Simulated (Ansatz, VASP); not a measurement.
## HfO2 in VASP and in Ansatz

```
CELL_PARAMETERS angstrom
3.55802 0.00000 0.00000
0.00000 3.55802 0.00000
0.00000 0.00000 5.01671
ATOMIC_POSITIONS crystal
Hf 0.50000 0.50000 0.50000
Hf 0.00000 0.00000 0.00000
O 0.00000 0.50000 0.69721
O 0.50000 0.00000 0.80279
O 0.50000 0.00000 0.30279
O 0.00000 0.50000 0.19721
```

Alike in both runs: task single point; functional PBE; k mesh 6 × 6 × 4; occupations gaussian, width 0.02 eV; no spin polarisation.

|  | VASP | Ansatz |
| --- | --- | --- |
| version | VASP 6.6.1 | Ansatz 0.2.0 |
| potentials or method | VASP PAW PBE potentials, release 64 (Hf_pv, O), cutoff 520 eV | plane waves, PAW |
| valence electrons in the cell | 44 | 76 |

```tsv
	VASP	Ansatz	Ansatz less VASP
pressure (GPa)	14.6	18.3	+3.72
traceless stress, the component that is largest in VASP (GPa)	6.43	6.20	-0.231
```

The functional is the same, so the differences come from potentials, cutoffs and numerics. VASP's potentials hold 44 valence electrons a cell and Ansatz's 76, so a difference there can come from the potentials and not from the codes.

Spin-orbit coupling is off throughout.
